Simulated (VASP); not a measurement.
The system is ZnS.

```
Zn S
1.0
    -5.44231    5.44231   -5.44231
     5.44231   -5.44231   -5.44231
    -5.44231   -5.44231    5.44231
Zn S
16 16
Direct
  0.50000 0.25000 0.25000
  0.25000 0.25000 0.50000
  0.00000 0.25000 0.75000
  0.75000 0.00000 0.25000
  0.75000 0.25000 0.00000
  0.50000 0.00000 0.50000
  0.25000 0.00000 0.75000
  0.00000 0.75000 0.25000
  0.00000 0.00000 0.00000
  0.75000 0.75000 0.50000
  0.50000 0.75000 0.75000
  0.25000 0.50000 0.25000
  0.25000 0.75000 0.00000
  0.00000 0.50000 0.50000
  0.75000 0.50000 0.75000
  0.50000 0.50000 0.00000
  0.50000 0.00000 0.25000
  0.25000 0.00000 0.50000
  0.00000 0.00000 0.75000
  0.75000 0.75000 0.25000
  0.75000 0.00000 0.00000
  0.50000 0.75000 0.50000
  0.25000 0.75000 0.75000
  0.00000 0.50000 0.25000
  0.00000 0.75000 0.00000
  0.75000 0.50000 0.50000
  0.50000 0.50000 0.75000
  0.25000 0.25000 0.25000
  0.25000 0.50000 0.00000
  0.00000 0.25000 0.50000
  0.75000 0.25000 0.75000
  0.50000 0.25000 0.00000
```

Base run:

- Program: VASP 6.6.1
- Functional: revPBE
- Potentials or basis: VASP PAW PBE potentials, release 64 (Zn, S)
- Cutoff: 500 eV
- k mesh: 2 × 2 × 2, shifted
- Occupations: gaussian, width 0.01 eV
- Spin: no spin polarisation

Its results: band gap on the k mesh 3.69 eV; pressure 2.0 GPa.

Question: The run is repeated on the same cell with these changes: functional from revPBE to PBE; cutoff from 500 eV to 520 eV. What comes out?

Answer: Band gap on the k mesh 3.59 eV; pressure 0.2 GPa.

PBE binds more tightly than revPBE, so the same cell stands under less pressure.

Caveats: the PAW data sets were made with another functional, which shifts forces and pressure a little (some runs).

A k mesh can miss the band edges.
